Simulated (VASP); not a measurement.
# AlNi (Cmmm) in VASP: a series of runs

The runs below take AlNi through single point, with PBEsol.

Program: VASP 6.6.1. These are calculated values, not measurements. Logs are shortened: lines on timing, memory, paths and dates and some standing lists are left out, and cuts for length are marked.

## Step 1: The cell of the first run

It takes space group Cmmm (No. 65, orthorhombic). Conventional cell: a = 3.436 Å, b = 4.043 Å, c = 2.869 Å, α = 90.00°, β = 90.00°, γ = 90.00°. Within 3.0 Å of Al (site symmetry mmm) lie 8 Ni at 2.24 to 2.48 Å and 6 Al at 2.65 to 2.87 Å. Within 3.0 Å of Ni (site symmetry mmm) lie 8 Al at 2.24 to 2.48 Å and 6 Ni at 2.65 to 2.87 Å.

## Step 2: Single point, PBEsol (strain -0.1500 x Voigt [0, 1, 0, 0, 0, 0])

Contents of INCAR:

```
PREC = Accurate
ENCUT = 520
EDIFF = 1E-7
ISMEAR = 0
SIGMA = 0.15
LREAL = F
LASPH = T
NELM = 100
ALGO = Fast
ISIF = 2
LWAVE = F
LCHARG = F
GGA = PS
NBANDS = 14
```

Contents of KPOINTS:

```
regular mesh
0
Gamma
  20 20 20
```

Contents of POSCAR:

```
AlNi
1.0
    2.0213280872     -1.7181473201      0.0000000000
    2.0213280872      1.7181473201      0.0000000000
    0.0000000000      0.0000000000      2.8694088111
Al Ni
1 1
Direct
    0.0000000000      0.0000000000      0.0000000000
    0.5000000000      0.5000000000      0.5000000000
```

Potentials or basis: VASP PAW PBE potentials, release 64 (Al, Ni).

Launch:

```console
$ cat potpaw_PBE.64/Al/POTCAR potpaw_PBE.64/Ni/POTCAR > POTCAR
$ mpirun -np 1 vasp_std > vasp.out
```

OUTCAR:

```text
PREC = Accurate
   ENCUT = 520
   EDIFF = 1E-7
   ISMEAR = 0
   LREAL = F
   LASPH = T
   NELM = 100
   ISIF = 2
   GGA = PS

 ion  position               nearest neighbor table
   1  0.000  0.000  0.000-   2 2.24   2 2.24   2 2.24   2 2.24   2 2.48   2 2.48   2 2.48   2 2.48

   2  0.500  0.500  0.500-   1 2.24   1 2.24   1 2.24   1 2.24   1 2.48   1 2.48   1 2.48   1 2.48

  LATTYP: Found a base centered orthorhombic cell.
 ALAT       =     3.4362946402
 B/A-ratio  =     1.1764579577
 C/A-ratio  =     0.8350299120

  Lattice vectors:

 A1 = (  -2.0213280872,  -1.7181473201,   0.0000000000)
 A2 = (   2.0213280872,  -1.7181473201,   0.0000000000)
 A3 = (   0.0000000000,   0.0000000000,   2.8694088111)

Analysis of symmetry for initial positions (statically):
=====================================================================
 Subroutine PRICEL returns:
 Original cell was already a primitive cell.

 Routine SETGRP: Setting up the symmetry group for a
 base centered orthorhombic supercell.

 Subroutine GETGRP returns: Found  8 space group operations
 (whereof  8 operations were pure point group operations)
 out of a pool of  8 trial point group operations.

The static configuration has the point symmetry D_2h.

Analysis of symmetry for dynamics (positions and initial velocities):
=====================================================================
 Subroutine PRICEL returns:
 Original cell was already a primitive cell.

 Routine SETGRP: Setting up the symmetry group for a
 base centered orthorhombic supercell.

 Subroutine GETGRP returns: Found  8 space group operations
 (whereof  8 operations were pure point group operations)
 out of a pool of  8 trial point group operations.

The dynamic configuration has the point symmetry D_2h.

 Subroutine INISYM returns: Found  8 space group operations
 (whereof  8 operations are pure point group operations),
 and found     1 'primitive' translations

----------------------------------------------------------------------------------------

                                     Primitive cell

  volume of cell :      19.9306

  direct lattice vectors                    reciprocal lattice vectors
     2.021328087 -1.718147320  0.000000000     0.247362120 -0.291011134  0.000000000
     2.021328087  1.718147320  0.000000000     0.247362120  0.291011134  0.000000000
     0.000000000  0.000000000  2.869408811     0.000000000  0.000000000  0.348503844

  length of vectors
     2.652884741  2.652884741  2.869408811     0.381936511  0.381936511  0.348503844

  position of ions in fractional coordinates (direct lattice)
     0.000000000  0.000000000  0.000000000
     0.500000000  0.500000000  0.500000000

  ion indices of the primitive-cell ions
   primitive index   ion index
                 1           1
                 2           2

----------------------------------------------------------------------------------------

 KPOINTS: regular mesh

Automatic generation of k-mesh.
 Grid dimensions read from file:
 generate k-points for:   20   20   20

 Generating k-lattice:

  Cartesian coordinates                     Fractional coordinates (reciprocal lattice)
     0.012368106 -0.014550557  0.000000000     0.050000000  0.000000000  0.000000000
     0.012368106  0.014550557  0.000000000     0.000000000  0.050000000  0.000000000
     0.000000000  0.000000000  0.017425192     0.000000000  0.000000000  0.050000000

  Length of vectors
     0.019096826  0.019096826  0.017425192

  Shift w.r.t. Gamma in fractional coordinates (k-lattice)
     0.000000000  0.000000000  0.000000000

 Subroutine IBZKPT returns following result:
 ===========================================

 Found   1221 irreducible k-points:

 Following reciprocal coordinates:
            Coordinates               Weight
  0.000000  0.000000  0.000000      1.000000
  0.050000 -0.000000  0.000000      4.000000
  0.100000  0.000000  0.000000      4.000000
  0.150000  0.000000  0.000000      4.000000
  0.200000  0.000000  0.000000      4.000000
  0.250000  0.000000  0.000000      4.000000
[... 16 lines left out ...]
 -0.400000  0.050000  0.000000      4.000000
 -0.350000  0.050000  0.000000      4.000000
 [... further k-points ...]
   k-points           NKPTS =   1221   k-points in BZ     NKDIM =   1221   number of bands    NBANDS=     14
   number of dos      NEDOS =    301   number of ions     NIONS =      2
   total plane-waves  NPLWV =   9600
   dimension x,y,z NGX =    20 NGY =   20 NGZ =   24
   dimension x,y,z NGXF=    40 NGYF=   40 NGZF=   48
   ions per type =               1   1
   NGX,Y,Z   is equivalent  to a cutoff of  12.53, 12.53, 13.90 a.u.
   NGXF,Y,Z  is equivalent  to a cutoff of  25.07, 25.07, 27.81 a.u.
 SYSTEM =  unknown system
   PREC   = accura    normal or accurate (medium, high low for compatibility)
   ISTART =      0    job   : 0-new  1-cont  2-samecut
   ICHARG =      2    charge: 1-file 2-atom 10-const
   ISPIN  =      1    spin polarized calculation?
   LNONCOLLINEAR =      F non collinear calculations
   LSORBIT =      F    spin-orbit coupling
   LASPH  =      T    aspherical Exc in radial PAW
   ENCUT  =  520.0 eV  38.22 Ry    6.18 a.u.   4.93  4.93  5.34*2*pi/ulx,y,z
   NELM   =    100;   NELMIN=  2; NELMDL= -5     # of ELM steps
   EDIFF  = 0.1E-06   stopping-criterion for ELM
   LREAL  =      F    real-space projection
   EDIFFG = 0.1E-05   stopping-criterion for IOM
   NSW    =      0    number of steps for IOM
   IBRION =     -1    ionic relax: 0-MD 1-quasi-New 2-CG
   NFREE  =      0    steps in history (QN), initial steepest desc. (CG)
   ISIF   =      2    stress and relaxation
   ISYM   =      2    0-nonsym 1-usesym 2-fastsym
   POTIM  = 0.5000    time-step for ionic-motion
   TEBEG  =    0.0;   TEEND  =   0.0 temperature during run
   PSTRESS=    0.0 pullay stress
   NELECT =      13.0000    total number of electrons
   NUPDOWN=      -1.0000    fix difference up-down
   EMIN   =  10.00;   EMAX   =-10.00  energy-range for DOS
   EFERMI =   0.00;   METHOD = LEGACY
   ISMEAR =     0;   SIGMA  =   0.15  broadening in eV -4-tet -1-fermi 0-gaus
   EFERMI_NEDOS =   21; number of points for ismear=-14 and -15
   IALGO  =     68    algorithm
   IMIX   =      4    mixing-type and parameters
     AMIX     =   0.40;   BMIX     =  1.00
     AMIX_MAG =   1.60;   BMIX_MAG =  1.00
  volume/ion in A,a.u.               =       9.97        67.25
  Fermi-wavevector in a.u.,A,eV,Ry     =   1.419764  2.682964 27.425658  2.015729
  Thomas-Fermi vector in A             =   2.540750
   LORBIT       =      0    0 simple, 1 ext, 2 COOP (PROOUT), +10 PAW based schemes
   GGA     = PS    functional components
   LHFCALC =     F    Hartree Fock is set to
   AEXX    =    0.0000 exact exchange contribution
   IVDW    =     0    specifies the selected vdW correction
   LEPSILON=     F    determine dielectric tensor
   LRPA    =     F    only Hartree local field effects (RPA)
 non-spin polarized calculation
 RMM-DIIS sequential band-by-band and
 Gauss-broadening in eV      SIGMA  =   0.15
  energy-cutoff  :      520.00
  volume of cell :       19.93
 maximum number of plane-waves:       554
   NGX =  9   NGY =  9   NGZ = 11

 number of electron      13.0000005 magnetization

 Free energy of the ion-electron system (eV)
  ---------------------------------------------------
  ext. energy  EPLUGINS =         0.00000000
  ---------------------------------------------------
  free energy    TOTEN  =       -10.88391429 eV

  energy without entropy =      -10.87657258  energy(sigma->0) =      -10.88024343

 E-fermi :  12.5529     XC(G=0): -13.0749

 val. band max:       12.5498359967   @ k =   0.4000   0.2000   0.0000
 cond. band min:      12.5582436632   @ k =  -0.4500   0.3500   0.4500
 fundamental gap:      0.0084076665
 Fermi energy:        12.5528979875

 k-point     1 :       0.0000    0.0000    0.0000
  band No.  band energies     occupation
      1      -0.0182      2.00000
      2       8.1382      2.00000
      3       8.4551      2.00000
      4      10.1590      2.00000
      5      10.5751      2.00000
      6      10.6735      2.00000
      7      16.6662      0.00000
      8      19.9324      0.00000
      9      20.7041      0.00000
     10      20.7522      0.00000
     11      21.8993      0.00000
     12      29.9377      0.00000
     13      34.6207      0.00000
     14      35.1277      0.00000

 k-point     2 :       0.0500   -0.0000    0.0000
  band No.  band energies     occupation
      1       0.0380      2.00000
      2       8.1538      2.00000
      3       8.4590      2.00000
      4      10.1414      2.00000
      5      10.5553      2.00000
      6      10.6564      2.00000
      7      16.7491      0.00000
      8      19.3110      0.00000
      9      20.4208      0.00000
     10      20.8711      0.00000
     11      22.6600      0.00000
     12      30.1253      0.00000
     13      33.4562      0.00000
     14      34.3344      0.00000

 k-point     3 :       0.1000    0.0000    0.0000
  band No.  band energies     occupation
      1       0.2061      2.00000
      2       8.1972      2.00000
      3       8.4670      2.00000
      4      10.0840      2.00000
      5      10.4998      2.00000
      6      10.6170      2.00000
      7      16.9904      0.00000
      8      18.0190      0.00000
      9      20.3972      0.00000
     10      21.0003      0.00000
     11      23.7698      0.00000
     12      30.6173      0.00000
     13      32.2723      0.00000
     14      32.9497      0.00000

 k-point     4 :       0.1500    0.0000    0.0000
  band No.  band energies     occupation
      1       0.4842      2.00000
      2       8.2540      2.00000
      3       8.4716      2.00000
      4       9.9807      2.00000
      5      10.4194      2.00000
      6      10.5795      2.00000
      7      16.6627      0.00000
      8      17.3717      0.00000
      9      20.4077      0.00000
     10      21.2285      0.00000
     11      24.7752      0.00000
     12      30.5529      0.00000
     13      31.5215      0.00000
     14      32.1003      0.00000

 k-point     5 :       0.2000    0.0000    0.0000
  band No.  band energies     occupation
      1       0.8694      2.00000
      2       8.2718      2.00000
      3       8.4871      2.00000
      4       9.8390      2.00000
      5      10.3281      2.00000
      6      10.5578      2.00000
      7      15.3774      0.00000
      8      17.8701      0.00000
      9      20.4041      0.00000
     10      21.5569      0.00000
     11      25.6505      0.00000
[... 276 lines left out ...]
 k-point    22 :      -0.4500    0.0500    0.0000
  band No.  band energies     occupation
      1       4.3408      2.00000
      2       5.8384      2.00000
      3       8.8187      2.00000
      4       9.2236      2.00000
      5       9.9712      2.00000
      6      10.5440      2.00000
      7      12.0785      1.99999
      8      19.8817      0.00000
      9      21.4746      0.00000
     10      23.5551      0.00000
     11      24.3381      0.00000
     12      26.5413      0.00000
     13      28.3176      0.00000
     14      30.6170      0.00000

 k-point    23 :      -0.4000    0.0500    0.0000
  band No.  band energies     occupation
      1       3.5401      2.00000
      2       6.6272      2.00000
      3       8.7729      2.00000
      4       9.2834      2.00000
      5      10.0112      2.00000
      6      10.5396      2.00000
      7      12.2609      1.99410
      8      19.7055      0.00000
      9      20.8200      0.00000
     10      23.1519      0.00000
     11      25.1595      0.00000
     12      27.3536      0.00000
     13      28.4700      0.00000
     14      30.8942      0.00000

 k-point    24 :      -0.3500    0.0500    0.0000
  band No.  band energies     occupation
      1       2.7838      2.00000
      2       7.3100      2.00000
      3       8.7092      2.00000
      4       9.3813      2.00000
      5      10.0767      2.00000
      6      10.5342      2.00000
      7      12.6272      0.48335
      8      19.5513      0.00000
      9      20.0711      0.00000
     10      22.7643      0.00000
     11      26.2022      0.00000
     12      28.0675      0.00000
     13      28.6540      0.00000
     14      30.9415      0.00000

 [... further k-points ...]

------------------------ aborting loop because EDIFF is reached ----------------------------------------

  FORCE on cell =-STRESS in cart. coord.  units (eV):
  Direction    XX          YY          ZZ          XY          YZ          ZX
  --------------------------------------------------------------------------------------
  -------------------------------------------------------------------------------------
  Total        2.0604438      9.0539073      5.5393002      0.0000000      0.0000000      0.0000000
  in kB      165.6348479    727.8250368    445.2929845      0.0000000      0.0000000      0.0000000
  external PRESSURE =     446.2509564 kB  Pullay stress =       0.0000000 kB

 VOLUME and BASIS-vectors are now :
 -----------------------------------------------------------------------------
  energy-cutoff  :      520.00
  volume of cell :       19.93
      direct lattice vectors                 reciprocal lattice vectors
     2.021328087 -1.718147320  0.000000000     0.247362120 -0.291011134  0.000000000
     2.021328087  1.718147320  0.000000000     0.247362120  0.291011134  0.000000000
     0.000000000  0.000000000  2.869408811     0.000000000  0.000000000  0.348503844

 POSITION                                       TOTAL-FORCE (eV/Angst)
 -----------------------------------------------------------------------------------
      0.00000      0.00000      0.00000        -0.000000     -0.000000      0.000000
      2.02133      0.00000      1.43470         0.000000      0.000000      0.000000
 -----------------------------------------------------------------------------------
    total drift:                                0.000000      0.000000      0.000000

  FREE ENERGIE OF THE ION-ELECTRON SYSTEM (eV)
  ---------------------------------------------------
  free  energy   TOTEN  =       -10.8839142904 eV

  energy  without entropy=      -10.8765725790  energy(sigma->0) =      -10.88024343
```

Run time: 2.4 min. Hardware: 1 thread of Intel Xeon 6975P-C (Granite Rapids), shared host; peak memory 0.44 GiB.

What came out:

```yaml
Free_energy: -10.8839 eV
Pressure: 44.6 GPa
Band_gap_on_the_k_mesh: zero (an odd number of electrons rules out a gap without spin polarisation)
```

Levels at points of the mesh, in eV from the Fermi level:
```tsv
k point	band 4	band 5	band 6	band 7	band 8	band 9	band 10	band 11
(0.00, 0.00, 0.00)	-2.39	-1.98	-1.88	4.11	7.38	8.15	8.20	9.35
(0.50, 0.00, 0.00)	-3.35	-2.59	-1.98	-0.52	7.70	9.06	11.49	11.99
(0.50, 0.50, 0.00)	-3.10	-2.99	-1.27	-1.24	1.73	4.96	12.27	14.02
(0.00, 0.00, 0.50)	-3.04	-2.43	-1.89	-1.36	8.85	11.67	12.34	13.30
(0.50, 0.00, 0.50)	-3.35	-2.61	-2.53	-1.50	1.61	3.11	13.09	15.56
(0.50, 0.50, 0.50)	-1.48	-1.21	0.62	0.96	3.57	3.99	5.16	6.21
```

Caveat: the cell differs from its parent crystal (strain -0.1500 x Voigt [0, 1, 0, 0, 0, 0]); the cell stands under pressure; the PAW data sets were made with another functional, which shifts forces and pressure a little. Spin polarisation is off, so any magnetic state and its effect on volume and gap are missing.

(Continued in part 2 of 2.)
